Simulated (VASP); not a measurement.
# C (Fd-3m) in VASP: notebook, part 2 of 2

VASP 6.6.1. The steps go on from the part before.

**5. Single point, revpbe exchange, lda correlation (5.79 Å³/atom)**

This run uses another cell than the first one, of 5.79 Å³/atom.

The input, INCAR:

```
SYSTEM = C
PREC = Accurate
ENCUT = 600
EDIFF = 1E-6
ISMEAR = 0
SIGMA = 0.1
LREAL = .FALSE.
LASPH = .TRUE.
NELM = 120
ALGO = Normal
ISIF = 2
LWAVE = .FALSE.
LCHARG = .FALSE.
GGA = LIBXC
LIBXC1 = GGA_X_PBE_R
LIBXC2 = LDA_C_PW
NBANDS = 11
GGA_COMPAT = .FALSE.
```

The input, KPOINTS:

```
Automatic mesh
0
G
  13 13 13
  0 0 0
```

The input, POSCAR:

```
C
1.0
    0.0000000000      1.7951807415      1.7951807415
    1.7951807415      0.0000000000      1.7951807415
    1.7951807415      1.7951807415      0.0000000000
C
2
Direct
    0.7500000000      0.7500000000      0.7500000000
    0.5000000000      0.5000000000      0.5000000000
```

Potentials or basis: VASP PAW PBE potentials, release 64 (C).

Launch:

```
cat potpaw_PBE.64/C/POTCAR > POTCAR
mpirun -np 1 vasp_std > vasp.out
```

OUTCAR:

```text
SYSTEM = C
   PREC = Accurate
   ENCUT = 600
   EDIFF = 1E-6
   ISMEAR = 0
   LREAL = .FALSE.
   LASPH = .TRUE.
   NELM = 120
   ISIF = 2
   GGA = LIBXC

 ion  position               nearest neighbor table
   1  0.750  0.750  0.750-   2 1.55   2 1.55   2 1.55   2 1.55
   2  0.500  0.500  0.500-   1 1.55   1 1.55   1 1.55   1 1.55

  LATTYP: Found a face centered cubic cell.
 ALAT       =     3.5903614830

  Lattice vectors:

 A1 = (   0.0000000000,   1.7951807415,   1.7951807415)
 A2 = (   1.7951807415,   0.0000000000,   1.7951807415)
 A3 = (   1.7951807415,   1.7951807415,   0.0000000000)

Analysis of symmetry for initial positions (statically):
=====================================================================
 Subroutine PRICEL returns:
 Original cell was already a primitive cell.

 Routine SETGRP: Setting up the symmetry group for a
 face centered cubic supercell.

 Subroutine GETGRP returns: Found 48 space group operations
 (whereof 24 operations were pure point group operations)
 out of a pool of 48 trial point group operations.

The static configuration has the point symmetry T_d .
 The point group associated with its full space group is O_h .

[... 164 lines left out ...]
 cond. band min:      13.8509283822   @ k =   0.3846   0.3846   0.0000
 fundamental gap:      4.5450699748
 Fermi energy:         9.7918196715

 k-point     1 :       0.0000    0.0000    0.0000
  band No.  band energies     occupation
      1     -11.6408      2.00000
      2       9.3059      2.00000
      3       9.3059      2.00000
      4       9.3059      2.00000
      5      15.0223      0.00000
      6      15.0223      0.00000
      7      15.0223      0.00000
      8      22.2528      0.00000
      9      29.3542      0.00000
     10      35.9650      0.00000
     11      35.9650      0.00000
[... 309 lines left out ...]
 k-point    24 :       0.4615    0.1538    0.0000
  band No.  band energies     occupation
      1      -6.7847      2.00000
      2      -1.5474      2.00000
      3       5.0307      2.00000
      4       5.5654      2.00000
      5      16.6552      0.00000
      6      19.9247      0.00000
      7      20.0815      0.00000
      8      23.4075      0.00000
      9      30.2809      0.00000
     10      32.6233      0.00000
     11      36.5850      0.00000

 [... further k-points ...]
[... 5 lines left out ...]
  --------------------------------------------------------------------------------------
  -------------------------------------------------------------------------------------
  Total        0.6340170      0.6340170      0.6340170      0.0000000     -0.0000000     -0.0000000
  in kB       87.7924093     87.7924093     87.7924093      0.0000000     -0.0000000     -0.0000000
  external PRESSURE =      87.7924093 kB  Pullay stress =       0.0000000 kB

 VOLUME and BASIS-vectors are now :
 -----------------------------------------------------------------------------
  energy-cutoff  :      600.00
  volume of cell :       11.57
      direct lattice vectors                 reciprocal lattice vectors
     0.000000000  1.795180742  1.795180742    -0.278523487  0.278523487  0.278523487
     1.795180742  0.000000000  1.795180742     0.278523487 -0.278523487  0.278523487
     1.795180742  1.795180742  0.000000000     0.278523487  0.278523487 -0.278523487

 POSITION                                       TOTAL-FORCE (eV/Angst)
 -----------------------------------------------------------------------------------
      2.69277      2.69277      2.69277         0.000000      0.000000      0.000000
      1.79518      1.79518      1.79518        -0.000000     -0.000000     -0.000000
 -----------------------------------------------------------------------------------
    total drift:                                0.000000     -0.000000      0.000000

  FREE ENERGIE OF THE ION-ELECTRON SYSTEM (eV)
  ---------------------------------------------------
  free  energy   TOTEN  =       -15.4022682910 eV

  energy  without entropy=      -15.4022682910  energy(sigma->0) =      -15.40226829
```

stdout:

```text
POSCAR found type information on POSCAR C
 POSCAR found :  1 types and       2 ions
 scaLAPACK will be used
 -----------------------------------------------------------------------------
|                                                                             |
|                                                                             |
|     You enforced a specific xc type in the INCAR file but a different       |
|     I HOPE YOU KNOW WHAT YOU ARE DOING!                                     |
|                                                                             |
 -----------------------------------------------------------------------------

 LDA part: xc-table for (None,None), standard interpolation
 POSCAR, INCAR and KPOINTS ok, starting setup
 FFT: planning ... GRIDC
 FFT: planning ... GRID_SOFT
 FFT: planning ... GRID
 WAVECAR not read
 entering main loop
```

Run time: 8.5 s. Hardware: 1 thread of Intel Xeon 6975P-C (Granite Rapids), shared host; peak memory 0.12 GiB.

Results:

- Free energy: -15.4023 eV
- Pressure: 8.8 GPa
- Band gap on the k mesh: 4.54 eV (least direct gap 5.72 eV)

Levels at points of the mesh, in eV from the valence-band top:
| k point | band 1 | band 2 | band 3 | band 4 | band 5 | band 6 | band 7 | band 8 |
| --- | --- | --- | --- | --- | --- | --- | --- | --- |
| (0.00, 0.00, 0.00) | -20.95 | 0.00 | 0.00 | 0.00 | 5.72 | 5.72 | 5.72 | 12.95 |

Caveat: the cell stands under pressure; the PAW data sets were made with another functional, which shifts forces and pressure a little; an odd mesh through Γ misses points on the zone boundary, where band edges can lie.

**6. Overview**

```csv
cell,gap on the mesh (eV),pressure (GPa)
"a = 2.488 Å, angles 60.0°, 2 atoms",4.69,37.4
"a = 2.505 Å, angles 60.0°, 2 atoms",4.64,27.0
"a = 2.522 Å, angles 60.0°, 2 atoms",4.59,17.5
"a = 2.539 Å, angles 60.0°, 2 atoms",4.54,8.8
```

Alike in all rows: task single point; level revpbe exchange, lda correlation; potentials or basis VASP PAW PBE potentials, release 64 (C); no spin polarisation; k mesh 13 × 13 × 13; cutoff (eV) 600; smearing gaussian 0.1 eV.

Caveats: the cell stands under pressure; the PAW data sets were made with another functional, which shifts forces and pressure a little; an odd mesh through Γ misses points on the zone boundary, where band edges can lie.

Absolute energies hang on the potentials; compare differences alone.
